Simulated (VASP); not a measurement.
Write the native input for VASP 6.6.1 that does the following.

```
Task                   : relaxation of cell and atoms
Functional             : PBE
Potentials or basis    : VASP PAW PBE potentials, release 64 (Co, O)
Cutoff                 : 600 eV
k mesh                 : 10 × 10 × 5
Occupations            : gaussian, width 0.02 eV
Spin                   : collinear spin, antiferromagnetic start
Starting moments       : [3.0, -3.0, 0.0, 0.0] μB
Hubbard terms          : Co d U = 3.32 eV
Dipole correction      : no
Further INCAR settings : ALGO = Normal; EDIFF = 1e-06; IBRION = 2; EDIFFG = -0.01; NSW = 80; ISIF = 3
```

The structure of CoO lies in POSCAR:

```
CoO
1.0
    2.6612513074      0.0000000000      0.0000000000
    0.0000000000      2.6612513074      0.0000000000
    0.0000000000      0.0000000000      5.3225026149
Co O
2 2
Direct
    0.0000000000      1.0000000000      1.0000000000
    0.0000000000      1.0000000000      0.5000000000
    0.5000000000      0.5000000000      0.2500000000
    0.5000000000      0.5000000000      0.7500000000
```

The input as run:

INCAR

```
SYSTEM = CoO
PREC     = Accurate       ! precision mode
ENCUT    = 600            ! plane-wave cutoff, eV
EDIFF    = 1E-6           ! SCF threshold, eV
ISMEAR   = 0              ! smearing method
SIGMA    = 0.02           ! smearing width, eV
LREAL    = .False.        ! projectors in reciprocal space
LASPH    = .True.         ! aspherical terms in the spheres
NELM     = 150            ! most SCF steps
ALGO     = Normal         ! electronic algorithm
ISIF     = 3              ! what is computed and relaxed
LWAVE    = .False.        ! write WAVECAR
LCHARG   = .False.        ! write CHGCAR
ISPIN    = 2              ! spin polarisation
MAGMOM   = 3 -3 0 0       ! initial moments
LORBIT   = 11             ! projections on sites
LMAXMIX  = 4              ! l up to which the mixer works
LDAU     = .True.         ! DFT+U
LDAUTYPE = 2            
LDAUL    = 2 -1           ! shell
LDAUU    = 3.32 0         ! U, eV
LDAUJ    = 0 0          
LDAUPRINT= 1            
GGA      = PE             ! functional
IBRION   = 2              ! ionic algorithm
NSW      = 80             ! ionic steps
EDIFFG   = -0.01          ! ionic threshold
```

KPOINTS

```
Automatic mesh
0
Gamma
  10 10 5
  0 0 0
```

Potentials or basis: VASP PAW PBE potentials, release 64 (Co, O).

Run with:

```sh
$ cat potpaw_PBE.64/Co/POTCAR potpaw_PBE.64/O/POTCAR > POTCAR
$ mpirun -np 1 vasp_std > vasp.out
```

Results of the run:

- Relaxed volume: 9.06 Å³/atom
- Relaxed cell: a = 2.624 Å, b = 2.624 Å, c = 5.265 Å, α = 90.00°, β = 90.00°, γ = 90.00°
- Space group after relaxing (to 0.1 Å): Pm-3m (No. 221)
- Energy gained by relaxing: 8.0 meV/atom
- Ionic steps: 5
- Pressure after relaxing: -0.2 GPa
- Band gap on the k mesh: 1.80 eV
- Net moment: 0.00 μB per cell
- Site moments: Co +2.60, -2.60; O +0.00 μB
- Valence electrons inside the program's atomic spheres: Co 7.77; O 4.96

Caveat: an odd mesh through Γ misses points on the zone boundary, where band edges can lie.

Run time: 2.2 min on 1 thread of Intel(R) Xeon(R) 6975P-C (Granite Rapids), on a shared host, peak memory 0.25 GiB.
